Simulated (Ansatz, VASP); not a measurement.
# Al3Ga4N7: VASP beside Ansatz

The input INCAR:

```
SYSTEM = Al3Ga4N7
  PREC = Accurate
  ENCUT = 520
  EDIFF = 1E-6
  ISMEAR = 0
  SIGMA = 0.02
  LREAL = .FALSE.
  LASPH = .TRUE.
  NELM = 100
  ALGO = Normal
  ISIF = 2
  LWAVE = .FALSE.
  LCHARG = .FALSE.
  GGA = PE
  NBANDS = 61
```

The input KPOINTS:

```
Automatic mesh
0
G
  4 4 4
  0 0 0
```

File POSCAR:

```
Al3Ga4N7
1.0
    5.5569440000      0.0689100000      0.0857820000
    0.0741230000      5.6245970000     -0.0608470000
    0.0897900000     -0.0590650000      5.5956990000
Al N Ga
3 7 4
Direct
    0.5851172849      0.4434474401      0.3018234975
    0.0579605644      0.6110677901      0.6011179691
    0.0298882242      0.4426227983      0.1066490823
    0.5196773059      0.9567656781      0.6272318247
    0.7813373892      0.2077921737      0.1195971306
    0.7501631174      0.4536949878      0.6028398860
    0.0023028441      0.9422267961      0.5812795440
    0.7382952885      0.6730214049      0.1166584728
    0.2333337368      0.4694907323      0.8412076413
    0.2472570995      0.4314766844      0.3563330840
    0.7636686428      0.9418905448      0.3256832084
    0.7586581227      0.1428372276      0.7796144027
    0.2523701167      0.1686447006      0.5947800665
    0.5406606676      0.6541974432      0.8153877310
```

Input for Ansatz:

```yaml
crystal:
  lattice:
    - [5.556944, 0.06891, 0.085782]
    - [0.074123, 5.624597, -0.060847]
    - [0.08979, -0.059065, 5.595699]
  atoms:
    - { symbol: Al, position: [0.5851172849, 0.4434474401, 0.3018234975] }
    - { symbol: Al, position: [0.0579605644, 0.6110677901, 0.6011179691] }
    - { symbol: Al, position: [0.0298882242, 0.4426227983, 0.1066490823] }
    - { symbol: "N", position: [0.5196773059, 0.9567656781, 0.6272318247] }
    - { symbol: "N", position: [0.7813373892, 0.2077921737, 0.1195971306] }
    - { symbol: "N", position: [0.7501631174, 0.4536949878, 0.602839886] }
    - { symbol: "N", position: [0.0023028441, 0.9422267961, 0.581279544] }
    - { symbol: "N", position: [0.7382952885, 0.6730214049, 0.1166584728] }
    - { symbol: "N", position: [0.2333337368, 0.4694907323, 0.8412076413] }
    - { symbol: "N", position: [0.2472570995, 0.4314766844, 0.356333084] }
    - { symbol: Ga, position: [0.7636686428, 0.9418905448, 0.3256832084] }
    - { symbol: Ga, position: [0.7586581227, 0.1428372276, 0.7796144027] }
    - { symbol: Ga, position: [0.2523701167, 0.1686447006, 0.5947800665] }
    - { symbol: Ga, position: [0.5406606676, 0.6541974432, 0.815387731] }
basis:
  ecutwfc: 420
kpoints:
  mp_grid: { grid: [4, 4, 4] }
hamiltonian:
  xc: pbe
scf:
  occupations: { method: gaussian, width: 0.02 }
  n_extra_bands: 8
output:
  forces: true
  stress: true
  eigenvalues: true
  populations: true
  dos:
    method: { smearing: { sigma: 0.1, scheme: gaussian } }
    projected: true
    de: 0.02
  write_density: true
  write_potential: true
  elf: true
  volumetric_format: npy
```

Alike in both runs: task single point; functional PBE; k mesh 4 × 4 × 4; occupations gaussian, width 0.02 eV; no spin polarisation.

|  | VASP | Ansatz |
| --- | --- | --- |
| version | VASP 6.6.1 | Ansatz 0.2.0 |
| potentials or method | VASP PAW PBE potentials, release 64 (Al, N, Ga_d), cutoff 520 eV | scalar-relativistic, plane waves, PAW |
| valence electrons in the cell | 96 | 96 |

|  | VASP | Ansatz | Ansatz less VASP |
| --- | --- | --- | --- |
| gap on the k mesh at the Fermi level (eV) | 1.36 | 1.36 | +0.001 |
| least direct gap on the mesh (eV) | 1.36 | 1.36 | +0.001 |
| rms of the force components (eV/Å) | 0.013 | 0.006 | -0.0072 |

Atom by atom the forces differ by 0.012 eV/Å (rms over components). The functional is the same, so the differences come from potentials, cutoffs and numerics.
